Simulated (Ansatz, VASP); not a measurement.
## SnW3: VASP beside Ansatz

```xyz
4
Lattice="4.1047 0.0000 0.0000 0.0000 4.1047 0.0000 0.0000 0.0000 4.1047" Properties=species:S:1:pos:R:3 pbc="T T T"
W     0.0000    2.0523    2.0523
W     2.0523    2.0523    0.0000
W     2.0523    0.0000    2.0523
Sn    0.0000    0.0000    0.0000
```

Alike in both runs: task single point; functional PBEsol; k mesh 8 × 8 × 8; occupations gaussian, width 0.05 eV; no spin polarisation.

|  | VASP | Ansatz |
| --- | --- | --- |
| version | VASP 6.6.1 | Ansatz 0.2.0 |
| potentials or method | VASP PAW PBE potentials, release 64 (W_sv, Sn_d), cutoff 520 eV | scalar-relativistic, plane waves, PAW |
| valence electrons in the cell | 56 | 56 |

|  | VASP | Ansatz | Ansatz less VASP |
| --- | --- | --- | --- |
| gap on the k mesh at the Fermi level (eV) | none | none | - |
| pressure (GPa) | -8.8 | -9.0 | -0.25 |

VASP's potentials were made for PBE, not for PBEsol. A gap of «none» marks a metal or a gap that the smearing closes. The functional is the same, so the differences come from potentials, cutoffs and numerics.

Neither program's run includes spin-orbit coupling.
